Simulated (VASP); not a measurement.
C: single point with PBE

Crystal: C.

```
CELL_PARAMETERS angstrom
2.52399 0.00000 0.00000
-1.26200 2.13607 0.00000
0.00000 0.00000 8.56531
ATOMIC_POSITIONS crystal
C 0.00000 0.00000 0.00250
C 0.00000 0.00000 0.50250
C 0.33333 0.66667 0.00250
C 0.66667 0.33333 0.50250
```

This cell differs from its parent crystal: mode 4 frozen in at +0.000 Å, normal strain along x +0.0233.

```yaml
Program: VASP 6.6.1
Task: single point
Functional: PBE
Potentials_or_basis: VASP PAW PBE potentials, release 64 (C)
Cutoff: 520 eV
k_mesh: 18 × 18 × 6
Occupations: gaussian, width 0.15 eV
Spin: no spin polarisation
Dipole_correction: no
Further_INCAR_settings: ALGO = Normal; EDIFF = 1e-06; NBANDS = 16
```

The pressure is -6.6 GPa, the largest force is 0.177 eV/Å and the band gap on the k mesh is 0.18 eV, direct.

Forces in eV/Å, atoms in the order of the input:
```
C    0.000 -0.177  0.000
C    0.000  0.177  0.000
C    0.000  0.177  0.000
C    0.000 -0.177  0.000
```

Stress tensor (GPa, compression positive):
```
-17.41   0.00   0.00
  0.00  -2.50   0.00
  0.00   0.00  -0.02
```

Levels at points of the mesh, in eV from the valence-band top:
```csv
k point,band 4,band 5,band 6,band 7,band 8,band 9,band 10,band 11,band 12,band 13
"(0.00, 0.00, 0.00)",-7.05,-3.00,-3.00,-2.93,-2.93,3.28,6.54,7.92,7.92,8.35
"(0.50, 0.00, 0.00)",-12.90,-6.11,-6.11,-2.38,-2.23,1.67,1.88,7.36,7.41,10.53
"(0.00, 0.50, 0.00)",-12.97,-6.47,-6.47,-2.08,-1.93,1.63,1.82,6.55,6.61,10.82
"(0.00, 0.00, 0.50)",-7.30,-3.00,-3.00,-2.93,-2.93,4.53,4.53,7.92,7.92,8.35
"(0.50, 0.00, 0.50)",-12.90,-6.11,-6.11,-2.30,-2.30,1.76,1.76,7.39,7.39,11.38
"(0.00, 0.50, 0.50)",-12.97,-6.47,-6.47,-2.00,-2.00,1.71,1.71,6.58,6.58,11.54
```

It took 95 s on 1 thread of Intel(R) Xeon(R) Platinum 8559C (Emerald Rapids), on a shared host, peak memory 0.3 GiB.

Caveat: the cell differs from its parent crystal (mode 4 frozen in at +0.000 Å, normal strain along x +0.0233); this functional lacks dispersion, which binds the layers, so the pressure and a relaxed spacing across them are unreliable. A k mesh can miss the band edges.
